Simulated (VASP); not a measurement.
InGaP2, 8 atoms in the cell. It takes space group P-4m2 (No. 115, tetragonal). The conventional cell has a = 3.995 Å, b = 3.995 Å, c = 5.688 Å, α = 90.00°, β = 90.00°, γ = 90.00°. Within 3.3 Å of In (site symmetry -4m2) lie 4 P at 2.52 Å. Ga (site symmetry -4m2) has 4 P at 2.38 Å within 3.1 Å. Within 3.1 Å of P (site symmetry 2mm) lie 2 Ga at 2.38 Å and 2 In at 2.52 Å. 

```yaml
Program: VASP 6.6.1
Task: single point
Functional: PBEsol
Potentials_or_basis: VASP PAW PBE potentials, release 64 (In_d, Ga_d, P)
Cutoff: 520 eV
k_mesh: 4 × 4 × 4
Occupations: gaussian, width 0.1 eV
Spin: no spin polarisation
Dipole_correction: no
Further_INCAR_settings: ALGO = Normal; EDIFF = 1e-06; NBANDS = 46
```

Potentials or basis: VASP PAW PBE potentials, release 64 (In_d, Ga_d, P).

Launch:

```sh
$ cat potpaw_PBE.64/In_d/POTCAR potpaw_PBE.64/Ga_d/POTCAR potpaw_PBE.64/P/POTCAR > POTCAR
$ mpirun -np 1 vasp_std > vasp.out
```

Hardware: 1 thread of AMD EPYC 7R43 64-Core Processor (Zen 3), with other jobs on the host.

Question: How long does it take, and how much memory?

Answer: It took 3.7 min on 1 thread of AMD EPYC 7R43 64-Core Processor (Zen 3) (shared host), peak memory 0.29 GiB. Counts: scf iterations 15, k points 18.
